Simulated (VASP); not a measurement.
Input of a VASP 6.6.1 run:

File INCAR:

```
SYSTEM = TiO2
PREC = Accurate
ENCUT = 520
EDIFF = 1E-6
ISMEAR = 0
SIGMA = 0.1
LREAL = .FALSE.
LASPH = .TRUE.
NELM = 150
ALGO = Normal
ISIF = 2
LWAVE = .FALSE.
LCHARG = .FALSE.
ISPIN = 2
MAGMOM = 0 0 0 0 0 0 0 0 1 1 1 1
LORBIT = 11
LMAXMIX = 4
LDAU = .TRUE.
LDAUTYPE = 2
LDAUL = -1 2
LDAUU = 0 3
LDAUJ = 0 0
LDAUPRINT = 1
GGA = PE
NBANDS = 64
```

File KPOINTS:

```
Automatic mesh
0
G
  4 2 6
  0 0 0
```

POSCAR

```
TiO2
1.0
    4.6107000000      0.0000000000      0.0000000000
    0.0000000000      9.2214000000      0.0000000000
    0.0000000000      0.0000000000      2.9732000000
O Ti
8 4
Direct
    0.3053000000      0.1526500000      0.0000000000
    0.3053000000      0.6526500000      0.0000000000
    0.1947000000      0.4026500000      0.5000000000
    0.1947000000      0.9026500000      0.5000000000
    0.6947000000      0.3473500000      0.0000000000
    0.6947000000      0.8473500000      0.0000000000
    0.8053000000      0.0973500000      0.5000000000
    0.8053000000      0.5973500000      0.5000000000
    0.0000000000      0.0000000000      0.0000000000
    0.0000000000      0.5000000000      0.0000000000
    0.5000000000      0.2500000000      0.5000000000
    0.5000000000      0.7500000000      0.5000000000
```

Potentials or basis: VASP PAW PBE potentials, release 64 (O, Ti_sv).

Run with:

```sh
$ cat potpaw_PBE.64/O/POTCAR potpaw_PBE.64/Ti_sv/POTCAR > POTCAR
$ mpirun -np 1 vasp_std > vasp.out
```

Task: What does it give for the net moment?

Result: 0.00 μB per cell.

Task: Estimate the band gap on the k mesh.

Result: 2.23 eV.

Stress tensor (GPa, compression positive):
```
7.45 0.00 0.00
0.00 7.45 0.00
0.00 0.00 9.72
```

Caveat: the cell stands under pressure. A k mesh can miss the band edges.
